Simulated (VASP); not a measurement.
SiO2 (Stishovite), 6 atoms in the cell. Symmetry: P4_2/mnm, No. 136, tetragonal system. The conventional cell has a = 4.219 Å, b = 4.219 Å, c = 2.613 Å, α = 90.00°, β = 90.00°, γ = 90.00°. Si (site symmetry mmm) has 6 O at 1.75 to 1.83 Å within 2.3 Å. Within 2.3 Å of O (site symmetry m2m) lie 3 Si at 1.75 to 1.83 Å. 

* Program: VASP 6.6.1
* Task: single point
* Functional: PBEsol
* Potentials or basis: VASP PAW PBE potentials, release 64 (Si, O)
* Cutoff: 520 eV
* k mesh: 6 × 6 × 8
* Occupations: fermi-dirac, width 0.05 eV
* Spin: no spin polarisation
* Dipole correction: no
* Further INCAR settings: ALGO = Normal; EDIFF = 1e-07; NBANDS = 25

Potentials or basis: VASP PAW PBE potentials, release 64 (Si, O).

Run with:

```console
$ cat potpaw_PBE.64/Si/POTCAR potpaw_PBE.64/O/POTCAR > POTCAR
$ mpirun -np 1 vasp_std > vasp.out
```

Hardware: 1 thread of Intel Xeon 6975P-C, with other jobs on the host.

Q: Estimate the wall time of this run.

A: Run time: 33 s on 1 thread of Intel Xeon 6975P-C (shared host), peak memory 0.18 GiB. Counts: scf iterations 14, k points 50.
